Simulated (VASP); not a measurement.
# Ta in VASP: notebook, part 2 of 2

VASP 6.6.1.

### 4 Single point, PBEsol (zz strain of -2 %)

Contents of INCAR:

```
SYSTEM = Ta
PREC = Accurate
ENCUT = 520
EDIFF = 1E-6
ISMEAR = -1
SIGMA = 0.08
LREAL = .FALSE.
LASPH = .TRUE.
NELM = 100
ALGO = Normal
ISIF = 2
LWAVE = .FALSE.
LCHARG = .TRUE.
GGA = PS
LELF = .TRUE.
LVHAR = .TRUE.
NBANDS = 12
```

Contents of KPOINTS:

```
regular mesh
0
G
  17 17 17
  0 0 0
```

Contents of POSCAR:

```
Ta
1.0
   -1.6512800000      1.6512800000      1.6182544000
    1.6512800000     -1.6512800000      1.6182544000
    1.6512800000      1.6512800000     -1.6182544000
Ta
1
Direct
    0.0000000000      0.0000000000      0.0000000000
```

Potentials or basis: VASP PAW PBE potentials, release 64 (Ta_pv).

Launch:

```bash
> cat potpaw_PBE.64/Ta_pv/POTCAR > POTCAR
> mpirun -np 1 vasp_std > vasp.out
```

OUTCAR:

```text
SYSTEM = Ta
   PREC = Accurate
   ENCUT = 520
   EDIFF = 1E-6
   ISMEAR = -1
   LREAL = .FALSE.
   LASPH = .TRUE.
   NELM = 100
   ISIF = 2
   GGA = PS

 ion  position               nearest neighbor table
   1  0.000  0.000  0.000-

  LATTYP: Found a body centered tetragonal cell.
 ALAT       =     3.3025600000
 C/A-ratio  =     0.9800000000

  Lattice vectors:

 A1 = (  -1.6512800000,   1.6512800000,   1.6182544000)
 A2 = (   1.6512800000,  -1.6512800000,   1.6182544000)
 A3 = (   1.6512800000,   1.6512800000,  -1.6182544000)

Analysis of symmetry for initial positions (statically):
=====================================================================
 Subroutine PRICEL returns:
 Original cell was already a primitive cell.

 Routine SETGRP: Setting up the symmetry group for a
 body centered tetragonal supercell.

 Subroutine GETGRP returns: Found 16 space group operations
 (whereof 16 operations were pure point group operations)
 out of a pool of 16 trial point group operations.

The static configuration has the point symmetry D_4h.

Analysis of symmetry for dynamics (positions and initial velocities):
=====================================================================
 Subroutine PRICEL returns:
[... 161 lines left out ...]

 k-point     1 :       0.0000    0.0000    0.0000
  band No.  band energies     occupation
      1     -27.4603      2.00000
      2     -27.4603      2.00000
      3     -27.4555      2.00000
      4      -2.5217      2.00000
      5       6.0325      0.00206
      6       6.2973      0.00008
      7       6.2973      0.00008
      8       9.3595      0.00000
      9       9.7274      0.00000
     10      20.2172      0.00000
     11      20.5018      0.00000
     12      20.5018      0.00000
[... 331 lines left out ...]
 k-point    24 :      -0.1176    0.0588    0.0000
  band No.  band energies     occupation
      1     -27.5961      2.00000
      2     -27.4875      2.00000
      3     -27.4697      2.00000
      4      -2.0556      2.00000
      5       5.8874      0.01259
      6       6.0847      0.00108
      7       6.7310      0.00000
      8       8.9774      0.00000
      9       9.6816      0.00000
     10      20.2167      0.00000
     11      20.9539      0.00000
     12      21.5096      0.00000

 [... further k-points ...]
[... 5 lines left out ...]
  --------------------------------------------------------------------------------------
  -------------------------------------------------------------------------------------
  Total       -0.0249090     -0.0249090      0.2258152      0.0000000      0.0000000      0.0000000
  in kB       -2.2610912     -2.2610912     20.4981908      0.0000000      0.0000000      0.0000000
  external PRESSURE =       5.3253362 kB  Pullay stress =       0.0000000 kB

 VOLUME and BASIS-vectors are now :
 -----------------------------------------------------------------------------
  energy-cutoff  :      520.00
  volume of cell :       17.65
      direct lattice vectors                 reciprocal lattice vectors
    -1.651280000  1.651280000  1.618254400     0.000000000  0.302795407  0.308974905
     1.651280000 -1.651280000  1.618254400     0.302795407  0.000000000  0.308974905
     1.651280000  1.651280000 -1.618254400     0.302795407  0.302795407  0.000000000

 POSITION                                       TOTAL-FORCE (eV/Angst)
 -----------------------------------------------------------------------------------
      0.00000      0.00000      0.00000         0.000000     -0.000000     -0.000000
 -----------------------------------------------------------------------------------
    total drift:                                0.000000      0.000000      0.000000

  FREE ENERGIE OF THE ION-ELECTRON SYSTEM (eV)
  ---------------------------------------------------
  free  energy   TOTEN  =       -12.5638201872 eV

  energy  without entropy=      -12.5368906365  energy(sigma->0) =      -12.55035541
```

stdout:

```text
POSCAR found type information on POSCAR Ta
 POSCAR found :  1 types and       1 ions
 scaLAPACK will be used
 -----------------------------------------------------------------------------
|                                                                             |
|                                                                             |
|     You enforced a specific xc type in the INCAR file but a different       |
|     I HOPE YOU KNOW WHAT YOU ARE DOING!                                     |
|                                                                             |
 -----------------------------------------------------------------------------

 LDA part: xc-table for (Slater+PW92), standard interpolation
 POSCAR, INCAR and KPOINTS ok, starting setup
 FFT: planning ... GRIDC
 FFT: planning ... GRID_SOFT
 FFT: planning ... GRID
 WAVECAR not read
 entering main loop
```

It took 2.1 min on 1 thread of AMD EPYC 7R13, shared host; peak memory 0.18 GiB.

What came out:

- Free energy: -12.5638 eV
- Pressure: 0.5 GPa

Levels at points of the mesh, in eV from the Fermi level:
| k point | band 4 | band 5 | band 6 | band 7 | band 8 | band 9 |
| --- | --- | --- | --- | --- | --- | --- |
| (0.00, 0.00, 0.00) | -8.00 | 0.55 | 0.81 | 0.81 | 3.88 | 4.24 |

Caveat: the cell differs from its parent crystal (zz strain of -2 %); the PAW data sets were made with another functional, which shifts forces and pressure a little; spin-orbit coupling is left out, which moves the levels of the heavy elements.

### 5 Single point, PBEsol (equal xx and yy strain of -1 %)

Contents of INCAR:

```
SYSTEM = Ta
PREC     = Accurate       ! precision mode
ENCUT    = 520            ! plane-wave cutoff, eV
EDIFF    = 1E-7           ! SCF threshold, eV
ISMEAR   = -1             ! smearing method
SIGMA    = 0.08           ! smearing width, eV
LREAL    = .FALSE.        ! projectors in reciprocal space
LASPH    = .TRUE.         ! aspherical terms in the spheres
NELM     = 60             ! most SCF steps
ALGO     = Normal         ! electronic algorithm
ISIF     = 2              ! what is computed and relaxed
LWAVE    = .FALSE.        ! write WAVECAR
LCHARG   = .FALSE.        ! write CHGCAR
GGA      = PS             ! functional
NBANDS   = 12             ! bands
```

Contents of KPOINTS:

```
Automatic mesh
0
G
  17 17 17
  0 0 0
```

Contents of POSCAR:

```
Ta
1.0
   -1.6347672000      1.6347672000      1.6512800000
    1.6347672000     -1.6347672000      1.6512800000
    1.6347672000      1.6347672000     -1.6512800000
Ta
1
Direct
    0.0000000000      0.0000000000      0.0000000000
```

Launch:

```bash
> cat potpaw_PBE.64/Ta_pv/POTCAR > POTCAR
> mpirun -np 1 vasp_std > vasp.out
```

Wall time 1.9 min (1 thread of AMD EPYC 7R13, shared host); peak memory 0.18 GiB.

It converged, with:

```yaml
Free_energy: -12.5651 eV
Pressure: 0.5 GPa
```

Stress tensor (GPa, compression positive):
```
 0.86  0.00  0.00
 0.00  0.86  0.00
 0.00  0.00 -0.29
```

Levels at points of the mesh, in eV from the Fermi level:
```
           k point  band 3  band 4  band 5  band 6  band 7  band 8  band 9  band 10
(0.00, 0.00, 0.00)  -32.94   -8.00    0.68    0.68    0.81    3.98    4.15    14.74
```

Caveat: the cell differs from its parent crystal (equal xx and yy strain of -1 %); the PAW data sets were made with another functional, which shifts forces and pressure a little; spin-orbit coupling is left out, which moves the levels of the heavy elements.

### 6 Single point, PBEsol (volume scaled by 0.94)

Contents of INCAR:

```
PREC = Accurate ; ENCUT = 520
EDIFF = 1E-6 ; ISMEAR = -1
SIGMA = 0.08 ; LREAL = F
LASPH = T ; NELM = 100
ALGO = Normal ; ISIF = 2
LWAVE = F ; LCHARG = T
GGA = PS ; LELF = T
LVHAR = T ; NBANDS = 12
```

Contents of KPOINTS:

```
Automatic mesh
0
Gamma
  17 17 17
```

Contents of POSCAR:

```
Ta
1.0
   -1.6175709496      1.6175709496      1.6175709496
    1.6175709496     -1.6175709496      1.6175709496
    1.6175709496      1.6175709496     -1.6175709496
Ta
1
Direct
    0.0000000000      0.0000000000      0.0000000000
```

Potentials or basis: VASP PAW PBE potentials, release 64 (Ta_pv).

Launch:

```bash
> cat potpaw_PBE.64/Ta_pv/POTCAR > POTCAR
> mpirun -np 1 vasp_std > vasp.out
```

OUTCAR:

```text
PREC = Accurate
   ENCUT = 520
   EDIFF = 1E-6
   ISMEAR = -1
   LREAL = F
   LASPH = T
   NELM = 100
   ISIF = 2
   GGA = PS

 ion  position               nearest neighbor table
   1  0.000  0.000  0.000-

  LATTYP: Found a body centered cubic cell.
 ALAT       =     3.2351418992

  Lattice vectors:

 A1 = (  -1.6175709496,   1.6175709496,   1.6175709496)
 A2 = (   1.6175709496,  -1.6175709496,   1.6175709496)
 A3 = (   1.6175709496,   1.6175709496,  -1.6175709496)

Analysis of symmetry for initial positions (statically):
=====================================================================
 Subroutine PRICEL returns:
 Original cell was already a primitive cell.

 Routine SETGRP: Setting up the symmetry group for a
 body centered cubic supercell.

 Subroutine GETGRP returns: Found 48 space group operations
 (whereof 48 operations were pure point group operations)
 out of a pool of 48 trial point group operations.

The static configuration has the point symmetry O_h .

Analysis of symmetry for dynamics (positions and initial velocities):
=====================================================================
 Subroutine PRICEL returns:
[... 160 lines left out ...]
 Fermi energy:         5.8166354454

 k-point     1 :       0.0000    0.0000    0.0000
  band No.  band energies     occupation
      1     -26.9451      2.00000
      2     -26.9451      2.00000
      3     -26.9451      2.00000
      4      -2.3324      2.00000
      5       6.5453      0.00022
      6       6.5453      0.00022
      7       6.5453      0.00022
      8      10.0414      0.00000
      9      10.0414      0.00000
     10      20.7060      0.00000
     11      21.1654      0.00000
     12      21.1654      0.00000
[... 331 lines left out ...]
 k-point    24 :       0.1765    0.1765    0.0000
  band No.  band energies     occupation
      1     -27.8819      2.00000
      2     -27.2550      2.00000
      3     -27.0426      2.00000
      4       1.1037      2.00000
      5       4.8399      1.99999
      6       5.1487      1.99953
      7       9.0032      0.00000
      8      10.8338      0.00000
      9      11.0195      0.00000
     10      20.6699      0.00000
     11      21.2198      0.00000
     12      23.3344      0.00000

 [... further k-points ...]
[... 5 lines left out ...]
  --------------------------------------------------------------------------------------
  -------------------------------------------------------------------------------------
  Total        1.0657202      1.0657202      1.0657202     -0.0000000      0.0000000     -0.0000000
  in kB      100.8564695    100.8564695    100.8564695     -0.0000000      0.0000000     -0.0000000
  external PRESSURE =     100.8564695 kB  Pullay stress =       0.0000000 kB

 VOLUME and BASIS-vectors are now :
 -----------------------------------------------------------------------------
  energy-cutoff  :      520.00
  volume of cell :       16.93
      direct lattice vectors                 reciprocal lattice vectors
    -1.617570950  1.617570950  1.617570950     0.000000000  0.309105452  0.309105452
     1.617570950 -1.617570950  1.617570950     0.309105452  0.000000000  0.309105452
     1.617570950  1.617570950 -1.617570950     0.309105452  0.309105452  0.000000000

 POSITION                                       TOTAL-FORCE (eV/Angst)
 -----------------------------------------------------------------------------------
      0.00000      0.00000      0.00000        -0.000000      0.000000      0.000000
 -----------------------------------------------------------------------------------
    total drift:                               -0.000000      0.000000     -0.000000

  FREE ENERGIE OF THE ION-ELECTRON SYSTEM (eV)
  ---------------------------------------------------
  free  energy   TOTEN  =       -12.5422140603 eV

  energy  without entropy=      -12.5160330277  energy(sigma->0) =      -12.52912354
```

OSZICAR:

```text
N       E                     dE             d eps       ncg     rms          rms(c)
DAV:   1     0.610620994633E+02    0.61062E+02   -0.61031E+03  3976   0.884E+02
DAV:   2    -0.120067234945E+02   -0.73069E+02   -0.71223E+02  4432   0.248E+02
DAV:   3    -0.130045587373E+02   -0.99784E+00   -0.98739E+00  4712   0.274E+01
DAV:   4    -0.130068122033E+02   -0.22535E-02   -0.22533E-02  4344   0.146E+00
DAV:   5    -0.130068185532E+02   -0.63499E-05   -0.63503E-05  4668   0.739E-02    0.154E+01
DAV:   6    -0.126560959878E+02    0.35072E+00   -0.26978E-01  4648   0.551E+00    0.766E+00
DAV:   7    -0.125440168389E+02    0.11208E+00   -0.24675E-01  4592   0.492E+00    0.374E-01
DAV:   8    -0.125422667388E+02    0.17501E-02   -0.52940E-03  4184   0.736E-01    0.132E-01
DAV:   9    -0.125422168182E+02    0.49921E-04   -0.12999E-04  4508   0.125E-01    0.244E-02
DAV:  10    -0.125422142491E+02    0.25691E-05   -0.34718E-06  4452   0.205E-02    0.376E-03
DAV:  11    -0.125422140603E+02    0.18880E-06   -0.81068E-08  2220   0.315E-03
   1 F= -.12542214E+02 E0= -.12529124E+02  d E =-.261810E-01
```

Wall time 28 s (1 thread of Intel Xeon 8259CL, shared host); peak memory 0.16 GiB.

Results:

| Property | Result |
| --- | --- |
| Free energy | -12.5422 eV |
| Pressure | 10.1 GPa |

Levels at points of the mesh, in eV from the Fermi level:
```
           k point  band 3  band 4  band 5  band 6  band 7  band 8
(0.00, 0.00, 0.00)  -32.76   -8.15    0.73    0.73    0.73    4.22
```

Caveat: the PAW data sets were made with another functional, which shifts forces and pressure a little; spin-orbit coupling is left out, which moves the levels of the heavy elements.

### 7 Overview

| cell | gap on the mesh (eV) | pressure (GPa) |
| --- | --- | --- |
| a = 2.803 Å, angles 110.3, 110.3, 107.8°, 1 atom | none | 9.9 |
| a = 2.832 Å, angles 108.7, 108.7, 111.1°, 1 atom | none | 2.8 |
| a = 2.841 Å, angles 108.9, 108.9, 110.6°, 1 atom | none | 0.5 |
| a = 2.841 Å, angles 109.7, 109.7, 108.9°, 1 atom | none | 0.5 |
| a = 2.802 Å, angles 109.5°, 1 atom | none | 10.1 |

Alike in all rows: task single point; level PBEsol; potentials or basis VASP PAW PBE potentials, release 64 (Ta_pv); no spin polarisation; k mesh 17 × 17 × 17; cutoff (eV) 520; smearing fermi-dirac 0.08 eV.

Caveats: the PAW data sets were made with another functional, which shifts forces and pressure a little; spin-orbit coupling is left out, which moves the levels of the heavy elements.

Total energies depend on the potentials used, so only differences within one code and one set of settings carry meaning.
